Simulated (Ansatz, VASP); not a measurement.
## Be in VASP and in Ansatz

The input INCAR:

```
  PREC = Accurate
  ENCUT = 520
  EDIFF = 1E-7
  ISMEAR = 0
  SIGMA = 0.1
  LREAL = F
  LASPH = T
  NELM = 100
  ALGO = Normal
  ISIF = 2
  LWAVE = F
  LCHARG = T
  GGA = PS
  LELF = T
  LVHAR = T
  NBANDS = 18
```

Contents of KPOINTS:

```
regular mesh
0
Gamma
  6 6 6
```

POSCAR

```
Be
1.0
    2.9912142559      1.7269783558      2.0949349250
   -2.9912142559      1.7269783558      2.0949349250
    0.0000000000     -3.4539567117      2.0949349250
Be
8
Direct
    0.0000000000      0.0000000000      0.0000000000
    0.5000000000      0.5000000000      0.5000000000
    0.9449178325      0.2500000000      0.5550821675
    0.5550821675      0.9449178325      0.2500000000
    0.4449178325      0.0550821675      0.7500000000
    0.0550821675      0.7500000000      0.4449178325
    0.2500000000      0.5550821675      0.9449178325
    0.7500000000      0.4449178325      0.0550821675
```

Input for Ansatz:

```yaml
crystal:
  lattice:
    - [2.9912142559, 1.7269783558, 2.094934925]
    - [-2.9912142559, 1.7269783558, 2.094934925]
    - [0.0, -3.4539567117, 2.094934925]
  atoms:
    - { symbol: Be, position: [0.0, 0.0, 0.0] }
    - { symbol: Be, position: [0.5, 0.5, 0.5] }
    - { symbol: Be, position: [0.9449178325, 0.25, 0.5550821675] }
    - { symbol: Be, position: [0.5550821675, 0.9449178325, 0.25] }
    - { symbol: Be, position: [0.4449178325, 0.0550821675, 0.75] }
    - { symbol: Be, position: [0.0550821675, 0.75, 0.4449178325] }
    - { symbol: Be, position: [0.25, 0.5550821675, 0.9449178325] }
    - { symbol: Be, position: [0.75, 0.4449178325, 0.0550821675] }
basis:
  ecutwfc: 420
kpoints:
  mp_grid: { grid: [6, 6, 6] }
hamiltonian:
  xc: pbesol
scf:
  occupations: { method: gaussian, width: 0.1 }
  lower_state_search: "off"
output:
  forces: true
  stress: true
  eigenvalues: true
```

Change from the starting cell: the structure that the rattled beta-tungsten (A15) type (Pm-3n, No. 223) fell into.

Alike in both runs: task single point; functional PBEsol; k mesh 6 × 6 × 6; occupations gaussian, width 0.1 eV; no spin polarisation.

```csv
,VASP,Ansatz
version,VASP 6.6.1,Ansatz 0.2.0
potentials or method,"VASP PAW PBE potentials, release 64 (Be), cutoff 520 eV","scalar-relativistic, plane waves, PAW"
valence electrons in the cell,16,16
```

|  | VASP | Ansatz | Ansatz less VASP |
| --- | --- | --- | --- |
| gap on the k mesh at the Fermi level (eV) | none | none | - |
| pressure (GPa) | 0.3 | 0.0 | -0.35 |
| traceless stress, the component that is largest in VASP (GPa) | 0.06 | 0.07 | +0.011 |
| rms of the force components (eV/Å) | 0.008 | 0.010 | +0.0021 |

VASP's potentials were made for PBE, not for PBEsol. Atom by atom the forces differ by 0.002 eV/Å (rms over components). A gap of «none» marks a metal or a gap that the smearing closes.
